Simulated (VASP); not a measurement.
BN, 4 atoms in the cell. Symmetry: Cmcm, No. 63, orthorhombic system. The conventional cell has a = 2.454 Å, b = 4.424 Å, c = 6.661 Å, α = 90.00°, β = 90.00°, γ = 90.00°. Within 1.9 Å of B (site symmetry m2m) lie 3 N at 1.43 to 1.47 Å. N (site symmetry m2m) has 3 B at 1.43 to 1.47 Å within 1.9 Å.  This cell differs from its parent crystal: strain -0.0200 x Voigt [1, -1, 0, 0, 0, 0].

| Quantity | Value |
| --- | --- |
| Program | VASP 6.6.1 |
| Task | single point |
| Functional | PBEsol |
| Potentials or basis | VASP PAW PBE potentials, release 64 (B, N) |
| Cutoff | 520 eV |
| k mesh | 12 × 12 × 4 |
| Occupations | gaussian, width 0.05 eV |
| Spin | no spin polarisation |
| Dipole correction | no |
| Further INCAR settings | ALGO = Normal; EDIFF = 1e-06; NBANDS = 16 |

Potentials or basis: VASP PAW PBE potentials, release 64 (B, N).

Launch:

```console
$ cat potpaw_PBE.64/B/POTCAR potpaw_PBE.64/N/POTCAR > POTCAR
$ mpirun -np 1 vasp_std > vasp.out
```

Hardware: 1 thread of Intel Xeon 6975P-C (shared host).

How long does it take, and how much memory?

Run time: 34 s on 1 thread of Intel Xeon 6975P-C (shared host), peak memory 0.18 GiB. Counts: scf iterations 13, k points 129.
